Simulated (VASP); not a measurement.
HF: single point with PBE

HF:

```
F H
1.0
     6.97953    0.00000    0.00000
     0.00000    6.97953    0.00000
     0.00000    0.00000    6.97953
F H
10 10
Direct
  0.48745 0.13789 0.26944
  0.57505 0.46851 0.57631
  0.18401 0.41057 0.38511
  0.70294 0.57641 0.25767
  0.89520 0.18851 0.38332
  0.92672 0.83776 0.01311
  0.21089 0.05267 0.06012
  0.36541 0.62870 0.11691
  0.88055 0.95819 0.66125
  0.39286 0.67921 0.76714
  0.39544 0.08055 0.19203
  0.64735 0.52105 0.47642
  0.19003 0.48853 0.27791
  0.58888 0.60819 0.19990
  0.99061 0.28740 0.38485
  0.96075 0.87633 0.88174
  0.11411 0.96504 0.08723
  0.37604 0.66139 0.97939
  0.89493 0.05070 0.55753
  0.47867 0.58980 0.69644
```

* Program: VASP 6.6.1
* Task: single point
* Functional: PBE
* Potentials or basis: VASP PAW PBE potentials, release 64 (F, H)
* Cutoff: 520 eV
* k mesh: 1 × 1 × 1
* Occupations: fermi-dirac, width 0.05 eV
* Spin: no spin polarisation

* Pressure: 1.1 GPa
* Largest force: 2.482 eV/Å

Forces in eV/Å, atoms in the order of the input:
```
F    1.138  0.421  0.831
F   -0.496 -0.907  1.383
F   -0.493 -0.665  1.071
F    2.087 -0.437  1.269
F   -0.242 -0.228  0.143
F    0.702  0.254 -0.986
F    1.141  1.011 -0.387
F    0.076  0.163  0.037
F    0.132 -0.061 -0.007
F   -0.153  0.233  0.569
H   -0.881 -0.318 -0.658
H    0.742  0.547 -1.629
H    0.395  0.826 -1.176
H   -2.067  0.449 -1.050
H    0.494  0.088 -0.002
H   -0.862 -0.207  0.675
H   -1.385 -1.027  0.252
H   -0.056 -0.227 -0.350
H   -0.074 -0.063  0.084
H   -0.197  0.147 -0.069
```

Stress tensor (GPa, compression positive):
```
 1.79  0.49  0.42
 0.49  0.75 -0.04
 0.42 -0.04  0.63
```

Levels at points of the mesh, in eV from the Fermi level:
```
           k point  band 37  band 38  band 39  band 40  band 41  band 42  band 43  band 44
(0.00, 0.00, 0.00)    -2.40    -2.25    -1.29    -1.21     4.98     7.88     7.99     8.18
```

It took 20 s on 1 thread of Intel(R) Xeon(R) 6975P-C (Granite Rapids), with other jobs on the host, peak memory 0.33 GiB.

Caveat: the k points lie up to 0.90 Å⁻¹ apart.
